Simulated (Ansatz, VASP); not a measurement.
**Two plane-wave programs on C**

```xyz
8
Lattice="-2.5026 0.0016 -0.0037 -0.0062 -0.1071 -4.1338 0.0028 -4.3471 -0.1114" Properties=species:S:1:pos:R:3 pbc="T T T"
C    -1.4203   -3.6212   -1.7277
C    -2.4296   -1.2581   -1.9868
C    -0.0748   -3.1785   -4.1389
C    -1.3535   -0.7913   -3.9535
C    -1.2032   -3.6645   -0.2210
C    -2.5672   -1.5349   -0.1437
C    -0.0495   -3.1294   -2.5300
C    -0.9258   -0.6321   -2.2944
```

Change from the starting cell: cell x2, atoms moved at random (sigma 0.15 Å) and cell strained at random (1.5 %), then relaxed without symmetry.

Alike in both runs: task relaxation of cell and atoms; functional PBE; k mesh 6 × 4 × 4; occupations gaussian, width 0.1 eV; no spin polarisation.

|  | VASP | Ansatz |
| --- | --- | --- |
| version | VASP 6.6.1 | Ansatz 0.2.0 |
| potentials or method | VASP PAW PBE potentials, release 64 (C), cutoff 600 eV | scalar-relativistic, plane waves, PAW |
| valence electrons in the cell | 32 | 32 |

VASP gave:

```
gap on the k mesh at the Fermi level, each at its own relaxed structure (eV) : 3.34
relaxed volume (Å³/atom)                                                     : 5.71
relaxed length of the cell vector where the two differ most in proportion (Å)              : 2.512
```

Task: What did Ansatz give for the same quantities?

Result: gap on the k mesh at the Fermi level, each at its own relaxed structure (eV): 3.35; relaxed volume (Å³/atom): 5.71; relaxed length of the cell vector where the two differ most in proportion (Å): 2.512.
